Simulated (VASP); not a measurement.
Input of a VASP 6.6.1 run:

The input INCAR:

```
SYSTEM = Mg2CdS3
PREC = Accurate
ENCUT = 600
EDIFF = 1E-6
ISMEAR = 0
SIGMA = 0.1
LREAL = .False.
LASPH = .True.
NELM = 60
ALGO = Normal
ISIF = 3
LWAVE = .False.
LCHARG = .False.
GGA = PE
IBRION = 2
NSW = 80
EDIFFG = -0.025
```

Contents of KPOINTS:

```
Automatic mesh
0
Gamma
  4 2 2
  0 0 0
```

File POSCAR:

```
Mg2CdS3
1.0
    3.7957877651     -0.0139043010     -0.0441785354
   -0.0240829559      6.4275813683      0.0005633394
   -0.1083779566      0.0007978829      9.2713756155
Mg Cd S
4 2 6
Direct
    0.0236205655      0.3387239803      0.6648071571
    0.4982894506      0.8316064899      0.6574489508
    0.5072258931      0.1666683317      0.3426295566
   -0.0096160908      0.6671291203      0.3278000714
    1.0107056120     -0.0056590178     -0.0050106119
    0.5183836069      0.5033308175     -0.0004562514
    0.4947097648      0.1494123481      0.8236667092
   -0.0083755175      0.6682739382      0.8231598702
   -0.0041498421      0.3505114734      0.1790246434
    0.5013106217      0.8280376969      0.1804761295
    0.9817739975     -0.0033458722      0.5050682058
    0.4861219384      0.5053106938      0.5013855695
```

Potentials or basis: VASP PAW PBE potentials, release 64 (Mg, Cd, S).

Command:

```bash
$ cat potpaw_PBE.64/Mg/POTCAR potpaw_PBE.64/Cd/POTCAR potpaw_PBE.64/S/POTCAR > POTCAR
$ mpirun -np 1 vasp_std > vasp.out
```

(1) What does it give for the relaxed cell?

(2) Predict the band gap on the k mesh.

(3) What does it give for the relaxed volume?

(4) Predict the space group after relaxing (to 0.1 Å).

Results:

(1) a = 3.773 Å, b = 6.513 Å, c = 9.220 Å, α = 90.07°, β = 90.01°, γ = 90.00°.

(2) 1.67 eV.

(3) 18.88 Å³/atom.

(4) P-3m1 (No. 164).

Caveat: the k points lie up to 0.48 Å⁻¹ apart in the final cell.
